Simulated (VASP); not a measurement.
Runs of VASP 6.6.1 on Se. The structure is that of space group Im-3m (No. 229), or close to it. The cells are those of the table. This isn't the form of Se at room conditions, which is trigonal, of chains.

| cell | k mesh | gap on the mesh (eV) | pressure (GPa) |
| --- | --- | --- | --- |
| a = 2.757 Å, angles 109.5°, 1 atom | 20 × 20 × 20 | none | 23.0 |
| a = 2.713 Å, angles 109.5°, 1 atom | 20 × 20 × 20 | none | 32.6 |
| a = 2.619 Å, angles 109.5°, 1 atom | 20 × 20 × 20 | none | 60.5 |
| a = 2.570 Å, angles 109.5°, 1 atom | 20 × 20 × 20 | none | 80.0 |
| a = 2.667 Å, angles 109.5°, 1 atom | 20 × 20 × 20 | none | 44.9 |
| a = 2.922 Å, angles 109.5°, 1 atom | 18 × 18 × 18 | none | 0.1 |
| a = 2.842 Å, angles 109.5°, 1 atom | 20 × 20 × 20 | none | (b) |
| a = 2.961 Å, angles 109.5°, 1 atom | 18 × 18 × 18 | none | (a) |
| a = 2.518 Å, angles 109.5°, 1 atom | 22 × 22 × 22 | none | 105.3 |
| a = 2.883 Å, angles 109.5°, 1 atom | 18 × 18 × 18 | none | (c) |
| a = 2.800 Å, angles 109.5°, 1 atom | 20 × 20 × 20 | none | (d) |

Alike in all rows: task single point; level PBEsol; potentials or basis VASP PAW PBE potentials, release 64 (Se); no spin polarisation; cutoff (eV) 520; smearing gaussian 0.05 eV.

Problem. Fill in the values left out.

Solution. (a) -3.0; (b) 9.5; (c) 4.1; (d) 15.4.

Caveats: the PAW data sets were made with another functional, which shifts forces and pressure a little; the cell stands under pressure (at least some runs).

A k mesh can miss the band edges, and the runs leave out spin-orbit coupling on Se.

A gap of «none» marks levels without a gap at the run's occupations.
